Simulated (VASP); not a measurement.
Sn: single point with r2SCAN

Sn:

```
Sn
1.0
     3.16943    0.00000    0.00000
     0.00000    3.16943    0.00000
     0.00000    0.00000    3.16943
Sn
1
Cartesian
  0.0000 0.0000 0.0000
```

This cell differs from its parent crystal: volume scaled by 1.12.

- Program: VASP 6.6.1
- Task: single point
- Functional: r2SCAN
- Potentials or basis: VASP PAW PBE potentials, release 64 (Sn_d)
- Cutoff: 520 eV
- k mesh: 12 × 12 × 12
- Occupations: fermi-dirac, width 0.1 eV
- Spin: no spin polarisation
- Dipole correction: no
- Further INCAR settings: ALGO = Normal; EDIFF = 1e-06; NBANDS = 13

| Quantity | Value |
| --- | --- |
| Pressure | -4.4 GPa |
| Band gap on the k mesh | zero (band 7 reaches 11.23 eV, above the bottom of band 8 at 3.94 eV) |

Levels at points of the mesh, in eV from the Fermi level:
| k point | band 3 | band 4 | band 5 | band 6 | band 7 | band 8 | band 9 | band 10 | band 11 | band 12 |
| --- | --- | --- | --- | --- | --- | --- | --- | --- | --- | --- |
| (0.00, 0.00, 0.00) | -21.89 | -21.89 | -21.89 | -10.62 | 5.21 | 5.21 | 5.21 | 8.61 | 8.61 | 10.14 |
| (0.50, 0.00, 0.00) | -21.97 | -21.96 | -21.89 | -7.81 | -4.31 | 7.57 | 7.57 | 11.19 | 11.96 | 12.57 |
| (0.50, 0.50, 0.00) | -21.97 | -21.97 | -21.80 | -4.81 | -2.09 | -2.09 | 3.32 | 10.09 | 14.58 | 14.58 |
| (0.50, 0.50, 0.50) | -22.07 | -21.79 | -21.79 | -1.33 | 0.06 | 0.06 | 0.06 | 6.12 | 6.12 | 6.12 |

Run time: 45 s on 1 thread of AMD EPYC 9R45 96-Core Processor (Zen 5) (shared host), peak memory 0.13 GiB.

Caveat: the PAW data sets were made with another functional, which shifts forces and pressure a little; spin-orbit coupling is left out, which moves the levels of the heavy elements.
